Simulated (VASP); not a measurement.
A run of VASP 6.6.1:

INCAR

```
PREC = Accurate
ENCUT = 520
EDIFF = 1E-6
ISMEAR = -1
SIGMA = 0.02
LREAL = False
LASPH = True
NELM = 60
ALGO = Normal
ISIF = 2
LWAVE = False
LCHARG = False
GGA = PE
NBANDS = 18
```

File KPOINTS:

```
Automatic mesh
0
Gamma
  8 8 8
```

Contents of POSCAR:

```
Li2BrF
1.0
    1.7353772104      1.0019204996      5.4684601406
   -1.7353772104      1.0019204996      5.4684601406
    0.0000000000     -2.0038409992      5.4684601406
F Br Li
1 1 2
Direct
    1.0000000000      0.0000000000      0.0000000000
    0.5000000000      0.5000000000      0.5000000000
    0.2670198433      0.2670198433      0.2670198433
    0.7329801567      0.7329801567      0.7329801567
```

Potentials or basis: VASP PAW PBE potentials, release 64 (F, Br, Li_sv).

The run is started by

```console
$ cat potpaw_PBE.64/F/POTCAR potpaw_PBE.64/Br/POTCAR potpaw_PBE.64/Li_sv/POTCAR > POTCAR
$ mpirun -np 1 vasp_std > vasp.out
```

Hardware: 1 thread of Intel(R) Xeon(R) Platinum 8375C CPU @ 2.90GHz (Ice Lake), on a shared host.

Problem. How long does it take, and how much memory?

Solution. Wall time 2.5 min on 1 thread of Intel(R) Xeon(R) Platinum 8375C CPU @ 2.90GHz (Ice Lake), on a shared host, peak memory 0.35 GiB. Counts: scf iterations 13, k points 65.
